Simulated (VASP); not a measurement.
A run of VASP 6.6.1:

The input POSCAR:

```
CdSe
1.0
    4.2532411902      0.0000000000      0.0000000000
   -2.1266205951      3.6834149191      0.0000000000
    0.0000000000      0.0000000000      7.2064384829
Cd Se
2 2
Direct
    0.3333333333      0.6666666667      0.0087848199
    0.6666666667      0.3333333333      0.5087848199
    0.3333333333      0.6666666667      0.3762151801
    0.6666666667      0.3333333333      0.8762151801
```

INCAR.step1

```
  PREC = Accurate
  ENCUT = 520
  ISMEAR = 0
  SIGMA = 0.01
  LREAL = False
  LASPH = True
  NELM = 60
  NBANDS = 26
  GGA = PE
  ALGO = Normal
  EDIFF = 1E-4
  LWAVE = True
  LCHARG = False
```

File INCAR.step2:

```
  PREC = Accurate
  ENCUT = 520
  EDIFF = 1E-7
  ISMEAR = 0
  SIGMA = 0.01
  LREAL = False
  LASPH = True
  NELM = 60
  ALGO = Normal
  ISIF = 2
  LWAVE = False
  LCHARG = False
  METAGGA = R2SCAN
  LMIXTAU = True
  NBANDS = 26
  ISTART = 1
```

KPOINTS

```
regular mesh
0
Gamma
  6 6 4
```

Potentials or basis: VASP PAW PBE potentials, release 64 (Cd, Se).

The run is started by

```sh
$ cat potpaw_PBE.64/Cd/POTCAR potpaw_PBE.64/Se/POTCAR > POTCAR
$ cp INCAR.step1 INCAR
$ mpirun -np 1 vasp_std > vasp.out
$ cp INCAR.step2 INCAR
$ mpirun -np 1 vasp_std > vasp.out
```

Hardware: 1 thread of Intel Xeon 8259CL, with other jobs on the host.

Task: How long does it take, and how much memory?

Result: It took 5.3 min on 1 thread of Intel Xeon 8259CL (shared host), peak memory 0.27 GiB. Counts: k points 21.
